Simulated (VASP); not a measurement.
Runs of VASP 6.6.1 on AlP. The structure is that of space group F-43m (No. 216), or close to it. The cells are those of the table. 

```tsv
cell	gap on the mesh (eV)	pressure (GPa)
a = 3.776 Å, angles 60.0°, 2 atoms	(b)	(a)
a = 3.816 Å, angles 60.0°, 2 atoms	1.51	5.7
a = 3.930 Å, angles 60.0°, 2 atoms	1.68	(c)
a = 3.893 Å, angles 60.0°, 2 atoms	1.63	0.0
a = 3.854 Å, angles 60.0°, 2 atoms	1.57	2.6
```

Alike in all rows: task single point; level PBE; potentials or basis VASP PAW PBE potentials, release 64 (P, Al); no spin polarisation; k mesh 12 × 12 × 12; cutoff (eV) 500; smearing fermi-dirac 0.02 eV.

**Question.** Estimate the missing entries.

**Answer.** (a) 9.2; (b) 1.44; (c) -2.2.

Caveats: the cell stands under pressure (at least some runs).

A k mesh can miss the band edges.
